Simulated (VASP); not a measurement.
Write the native input for VASP 6.6.1 that does the following.

* Task: single point
* Functional: PBE
* Potentials or basis: VASP PAW PBE potentials, release 64 (Na_pv)
* Cutoff: 520 eV
* k mesh: 15 × 15 × 15
* Occupations: fermi-dirac, width 0.08 eV
* Spin: no spin polarisation
* Dipole correction: no
* Further INCAR settings: ALGO = Normal; EDIFF = 1e-07; NBANDS = 10

The structure of Na lies in POSCAR:

```
Na
1.0
   -1.7836574211      1.7836574211      1.7836574211
    1.7836574211     -1.7836574211      1.7836574211
    1.7836574211      1.7836574211     -1.7836574211
Na
1
Direct
    0.0000000000      0.0000000000      0.0000000000
```

One way to write it, as run:

INCAR

```
SYSTEM = Na
  ALGO = Normal
  EDIFF = 1E-7
  ENCUT = 520
  GGA = PE
  ISIF = 2
  ISMEAR = -1
  LASPH = .True.
  LCHARG = .True.
  LELF = .True.
  LREAL = .False.
  LVHAR = .True.
  LWAVE = .False.
  NBANDS = 10
  NELM = 80
  PREC = Accurate
  SIGMA = 0.08
```

KPOINTS

```
k-points
0
Gamma
  15 15 15
  0 0 0
```

Potentials or basis: VASP PAW PBE potentials, release 64 (Na_pv).

Launch:

```bash
$ cat potpaw_PBE.64/Na_pv/POTCAR > POTCAR
$ mpirun -np 1 vasp_std > vasp.out
```

It gave:

* Pressure: 9.3 GPa
* Band gap on the k mesh: zero (an odd number of electrons rules out a gap without spin polarisation)

Caveat: the cell stands under pressure.

Wall time 8.9 s on 1 thread of AMD EPYC 9R45 96-Core Processor (Zen 5), with other jobs on the host, peak memory 0.11 GiB.
